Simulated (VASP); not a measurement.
# MoN2 (P4/mbm) in VASP: further runs, part 2 of 3

VASP 6.6.1. The steps go on from the part before.

## (4) Single point, PBE

This run uses another cell than the first one, of the same volume but with other edges.

Input file INCAR:

```
SYSTEM = MoN2
PREC = Accurate
ENCUT = 520
EDIFF = 1E-6
ISMEAR = 0
SIGMA = 0.15
LREAL = .False.
LASPH = .True.
NELM = 100
ALGO = Fast
ISIF = 2
LWAVE = .False.
LCHARG = .True.
GGA = PE
LELF = .True.
LVHAR = .True.
NBANDS = 33
```

Input file KPOINTS:

```
Automatic mesh
0
Gamma
  12 12 20
  0 0 0
```

Input file POSCAR:

```
MoN2
1.0
    4.5742713386      0.0000000000      0.0000000000
    0.0000000000      4.5742713386      0.0000000000
    0.0000000000      0.0000000000      2.4693195297
Mo N
2 4
Direct
    0.5000000000      0.5000000000      0.0000000000
    0.0000000000      0.0000000000      0.0000000000
    0.8879039728      0.3879039728      0.5000000000
    0.1120960272      0.6120960272      0.5000000000
    0.3879039728      0.1120960272      0.5000000000
    0.6120960272      0.8879039728      0.5000000000
```

Potentials or basis: VASP PAW PBE potentials, release 64 (Mo_sv, N).

Started as:

```bash
> cat potpaw_PBE.64/Mo_sv/POTCAR potpaw_PBE.64/N/POTCAR > POTCAR
> mpirun -np 1 vasp_std > vasp.out
```

OUTCAR:

```text
SYSTEM = MoN2
   PREC = Accurate
   ENCUT = 520
   EDIFF = 1E-6
   ISMEAR = 0
   LREAL = .False.
   LASPH = .True.
   NELM = 100
   ISIF = 2
   GGA = PE

 ion  position               nearest neighbor table
   1  0.500  0.500  0.000-   3 2.22   4 2.22   5 2.22   6 2.22   3 2.22   4 2.22   5 2.22   6 2.22
                             2 3.23   2 3.23   2 3.23   2 3.23
   2  0.000  0.000  0.000-   3 2.22   4 2.22   5 2.22   6 2.22   3 2.22   4 2.22   5 2.22   6 2.22
                             1 3.23   1 3.23   1 3.23   1 3.23
   3  0.888  0.388  0.500-   4 1.45   2 2.22   1 2.22   1 2.22   2 2.22
   4  0.112  0.612  0.500-   3 1.45   2 2.22   1 2.22   1 2.22   2 2.22
   5  0.388  0.112  0.500-   6 1.45   2 2.22   1 2.22   1 2.22   2 2.22
   6  0.612  0.888  0.500-   5 1.45   2 2.22   1 2.22   1 2.22   2 2.22

  LATTYP: Found a simple tetragonal cell.
 ALAT       =     4.5742713386
 C/A-ratio  =     0.5398279522

  Lattice vectors:

 A1 = (   4.5742713386,   0.0000000000,   0.0000000000)
 A2 = (   0.0000000000,   4.5742713386,   0.0000000000)
 A3 = (   0.0000000000,   0.0000000000,   2.4693195297)

Analysis of symmetry for initial positions (statically):
=====================================================================
 Subroutine PRICEL returns:
 Original cell was already a primitive cell.

 Routine SETGRP: Setting up the symmetry group for a
 simple tetragonal supercell.

 Subroutine GETGRP returns: Found 16 space group operations
 (whereof  8 operations were pure point group operations)
 out of a pool of 16 trial point group operations.

The static configuration has the point symmetry C_4h.
 The point group associated with its full space group is D_4h.

Analysis of symmetry for dynamics (positions and initial velocities):
=====================================================================
 Subroutine PRICEL returns:
 Original cell was already a primitive cell.

 Routine SETGRP: Setting up the symmetry group for a
 simple tetragonal supercell.

 Subroutine GETGRP returns: Found 16 space group operations
 (whereof  8 operations were pure point group operations)
 out of a pool of 16 trial point group operations.

The dynamic configuration has the point symmetry C_4h.
 The point group associated with its full space group is D_4h.

 Subroutine INISYM returns: Found 16 space group operations
 (whereof  8 operations are pure point group operations),
 and found     1 'primitive' translations

----------------------------------------------------------------------------------------

                                     Primitive cell

  volume of cell :      51.6679

  direct lattice vectors                    reciprocal lattice vectors
     4.574271339  0.000000000  0.000000000     0.218614054  0.000000000  0.000000000
     0.000000000  4.574271339  0.000000000     0.000000000  0.218614054  0.000000000
     0.000000000  0.000000000  2.469319530     0.000000000  0.000000000  0.404969866

  length of vectors
     4.574271339  4.574271339  2.469319530     0.218614054  0.218614054  0.404969866

  position of ions in fractional coordinates (direct lattice)
     0.500000000  0.500000000  0.000000000
     0.000000000  0.000000000  0.000000000
     0.887903973  0.387903973  0.500000000
[... 42 lines left out ...]
  0.083333  0.000000  0.000000      4.000000
  0.166667  0.000000  0.000000      4.000000
  0.250000  0.000000  0.000000      4.000000
  0.333333  0.000000  0.000000      4.000000
  0.416667  0.000000  0.000000      4.000000
[... 16 lines left out ...]
  0.333333  0.333333  0.000000      4.000000
  0.416667  0.333333  0.000000      8.000000
 [... further k-points ...]
   k-points           NKPTS =    308   k-points in BZ     NKDIM =    308   number of bands    NBANDS=     33
   number of dos      NEDOS =    301   number of ions     NIONS =      6
   total plane-waves  NPLWV =  23328
   dimension x,y,z NGX =    36 NGY =   36 NGZ =   18
   dimension x,y,z NGXF=    72 NGYF=   72 NGZF=   36
   ions per type =               2   4
   NGX,Y,Z   is equivalent  to a cutoff of  13.08, 13.08, 12.12 a.u.
   NGXF,Y,Z  is equivalent  to a cutoff of  26.17, 26.17, 24.24 a.u.
 SYSTEM =  MoN2
   PREC   = accura    normal or accurate (medium, high low for compatibility)
   ISTART =      0    job   : 0-new  1-cont  2-samecut
   ICHARG =      2    charge: 1-file 2-atom 10-const
   ISPIN  =      1    spin polarized calculation?
   LNONCOLLINEAR =      F non collinear calculations
   LSORBIT =      F    spin-orbit coupling
   LASPH  =      T    aspherical Exc in radial PAW
   ENCUT  =  520.0 eV  38.22 Ry    6.18 a.u.   8.51  8.51  4.59*2*pi/ulx,y,z
   NELM   =    100;   NELMIN=  2; NELMDL= -5     # of ELM steps
   EDIFF  = 0.1E-05   stopping-criterion for ELM
   LREAL  =      F    real-space projection
   EDIFFG = 0.1E-04   stopping-criterion for IOM
   NSW    =      0    number of steps for IOM
   IBRION =     -1    ionic relax: 0-MD 1-quasi-New 2-CG
   NFREE  =      0    steps in history (QN), initial steepest desc. (CG)
   ISIF   =      2    stress and relaxation
   ISYM   =      2    0-nonsym 1-usesym 2-fastsym
   POTIM  = 0.5000    time-step for ionic-motion
   TEBEG  =    0.0;   TEEND  =   0.0 temperature during run
   PSTRESS=    0.0 pullay stress
   NELECT =      48.0000    total number of electrons
   NUPDOWN=      -1.0000    fix difference up-down
   EMIN   =  10.00;   EMAX   =-10.00  energy-range for DOS
   EFERMI =   0.00;   METHOD = LEGACY
   ISMEAR =     0;   SIGMA  =   0.15  broadening in eV -4-tet -1-fermi 0-gaus
   EFERMI_NEDOS =   21; number of points for ismear=-14 and -15
   IALGO  =     68    algorithm
   IMIX   =      4    mixing-type and parameters
     AMIX     =   0.40;   BMIX     =  1.00
     AMIX_MAG =   1.60;   BMIX_MAG =  1.00
  volume/ion in A,a.u.               =       8.61        58.11
  Fermi-wavevector in a.u.,A,eV,Ry     =   1.597404  3.018657 34.717995  2.551701
  Thomas-Fermi vector in A             =   2.695016
   LORBIT       =      0    0 simple, 1 ext, 2 COOP (PROOUT), +10 PAW based schemes
   GGA     = PE    functional components
   LHFCALC =     F    Hartree Fock is set to
   AEXX    =    0.0000 exact exchange contribution
   IVDW    =     0    specifies the selected vdW correction
   LEPSILON=     F    determine dielectric tensor
   LRPA    =     F    only Hartree local field effects (RPA)
 non-spin polarized calculation
 RMM-DIIS sequential band-by-band and
 Gauss-broadening in eV      SIGMA  =   0.15
  energy-cutoff  :      520.00
  volume of cell :       51.67
 maximum number of plane-waves:      1425
 NGX is ok and might be reduce to    36

 number of electron      48.0000010 magnetization

 Free energy of the ion-electron system (eV)
  ---------------------------------------------------
  ext. energy  EPLUGINS =         0.00000000
  ---------------------------------------------------
  free energy    TOTEN  =       -53.00735393 eV

  energy without entropy =      -52.98211714  energy(sigma->0) =      -52.99473553

 E-fermi :  11.9499     XC(G=0): -13.7260

 val. band max:       11.9465703294   @ k =   0.3333   0.2500   0.2500
 cond. band min:      11.9569898504   @ k =   0.3333   0.2500   0.0000
 fundamental gap:      0.0104195210
 Fermi energy:        11.9498942362

 k-point     1 :       0.0000    0.0000    0.0000
  band No.  band energies     occupation
      1     -49.9088      2.00000
      2     -49.8753      2.00000
      3     -24.0490      2.00000
      4     -24.0490      2.00000
      5     -23.8139      2.00000
      6     -23.8139      2.00000
[... 853 lines left out ...]
     32      16.3368      0.00000
     33      19.4178      0.00000

 [... further k-points ...]

------------------------ aborting loop because EDIFF is reached ----------------------------------------

  FORCE on cell =-STRESS in cart. coord.  units (eV):
  Direction    XX          YY          ZZ          XY          YZ          ZX
  --------------------------------------------------------------------------------------
  -------------------------------------------------------------------------------------
  Total       -8.4439775     -8.4439775     23.0235065      0.0000000     -0.0000000      0.0000000
  in kB     -261.8403128   -261.8403128    713.9386817      0.0000000     -0.0000000      0.0000000
  external PRESSURE =      63.4193521 kB  Pullay stress =       0.0000000 kB

 VOLUME and BASIS-vectors are now :
 -----------------------------------------------------------------------------
  energy-cutoff  :      520.00
  volume of cell :       51.67
      direct lattice vectors                 reciprocal lattice vectors
     4.574271339  0.000000000  0.000000000     0.218614054  0.000000000  0.000000000
     0.000000000  4.574271339  0.000000000     0.000000000  0.218614054  0.000000000
     0.000000000  0.000000000  2.469319530     0.000000000  0.000000000  0.404969866

 POSITION                                       TOTAL-FORCE (eV/Angst)
 -----------------------------------------------------------------------------------
      2.28714      2.28714      0.00000        -0.000000      0.000000     -0.000000
      0.00000      0.00000      0.00000        -0.000000      0.000000     -0.000000
      4.06151      1.77438      1.23466         0.913520      0.913520      0.000000
      0.51276      2.79989      1.23466        -0.913520     -0.913520     -0.000000
      1.77438      0.51276      1.23466         0.913520     -0.913520     -0.000000
      2.79989      4.06151      1.23466        -0.913520      0.913520      0.000000
 -----------------------------------------------------------------------------------
    total drift:                                0.000000      0.000000     -0.000000

  FREE ENERGIE OF THE ION-ELECTRON SYSTEM (eV)
  ---------------------------------------------------
  free  energy   TOTEN  =       -53.0073539332 eV

  energy  without entropy=      -52.9821171368  energy(sigma->0) =      -52.99473553
```

It took 7.8 min on 1 thread of Oxide Virtual Turin-like, shared host; peak memory 0.44 GiB.

What came out:

- Free energy: -53.0074 eV
- Pressure: 6.3 GPa
- Largest force: 1.292 eV/Å
- Band gap on the k mesh: zero (bands 24 and 25 overlap by 2.77 eV)

Forces in eV/Å, atoms in the order of the input:
```
Mo   0.000  0.000  0.000
Mo   0.000  0.000  0.000
N    0.914  0.914  0.000
N   -0.914 -0.914  0.000
N    0.914 -0.914  0.000
N   -0.914  0.914  0.000
```

Stress tensor (GPa, compression positive):
```
-26.18   0.00   0.00
  0.00 -26.18   0.00
  0.00   0.00  71.39
```

Caveat: the stress differs along the axes, from -26 to 71 GPa; forces of over 1 eV/Å act on the atoms, so gaps and moduli don't describe the material at rest.

## (5) Single point, PBE

This run uses another cell than the first one, of the same volume but with other edges.

Input file INCAR:

```
PREC = Accurate ; ENCUT = 520
EDIFF = 1E-6 ; ISMEAR = 0
SIGMA = 0.15 ; LREAL = False
LASPH = True ; NELM = 60
ALGO = Fast ; ISIF = 2
LWAVE = False ; LCHARG = False
GGA = PE ; NBANDS = 33
```

Input file KPOINTS:

```
Automatic mesh
0
Gamma
  12 12 20
```

POSCAR: that of step 4 with these lines changed.

```diff
@@ -2,5 +2,5 @@
 1.0
-    4.5742713386      0.0000000000      0.0000000000
-    0.0000000000      4.5742713386      0.0000000000
-    0.0000000000      0.0000000000      2.4693195297
+    4.0775674078      0.0000000000      0.0000000000
+    0.0000000000      4.0775674078      0.0000000000
+    0.0000000000      0.0000000000      3.1075551019
 Mo N
```

Started as:

```bash
> cat potpaw_PBE.64/Mo_sv/POTCAR potpaw_PBE.64/N/POTCAR > POTCAR
> mpirun -np 1 vasp_std > vasp.out
```

Run time: 7.9 min. Hardware: 1 thread of Oxide Virtual Turin-like, shared host; peak memory 0.44 GiB.

The run converged. Its results:

```yaml
Free_energy: -52.6218 eV
Pressure: 10.8 GPa
Largest_force: 1.748 eV/Å
Band_gap_on_the_k_mesh: zero (bands 24 and 25 overlap by 1.72 eV)
```

Forces in eV/Å, atoms in the order of the input:
```
Mo   0.000  0.000  0.000
Mo   0.000  0.000  0.000
N   -1.236 -1.236  0.000
N    1.236  1.236  0.000
N   -1.236  1.236  0.000
N    1.236 -1.236  0.000
```

Stress tensor (GPa, compression positive):
```
 42.59   0.00   0.00
  0.00  42.59   0.00
  0.00   0.00 -52.83
```

Levels at points of the mesh, in eV from the Fermi level:
```
           k point  band 21  band 22  band 23  band 24  band 25  band 26  band 27  band 28
(0.00, 0.00, 0.00)    -4.28    -4.20    -2.99    -0.47     0.00     0.00     0.15     2.73
(0.50, 0.00, 0.00)    -3.03    -3.03    -1.16    -1.16    -0.30    -0.30     1.74     1.74
(0.50, 0.50, 0.00)    -0.14    -0.14    -0.14    -0.14     0.65     0.65     1.45     1.45
(0.00, 0.00, 0.50)    -1.34    -1.34    -0.38     1.29     1.95     2.42     2.56     2.75
(0.50, 0.00, 0.50)    -1.81    -1.81    -1.25    -1.25     0.74     0.74     2.94     2.94
(0.50, 0.50, 0.50)    -3.82    -3.82    -1.48    -1.48     1.42     1.42     3.01     3.01
```

Caveat: the stress differs along the axes, from -53 to 43 GPa; forces of over 1 eV/Å act on the atoms, so gaps and moduli don't describe the material at rest.

(Continued in part 3 of 3.)
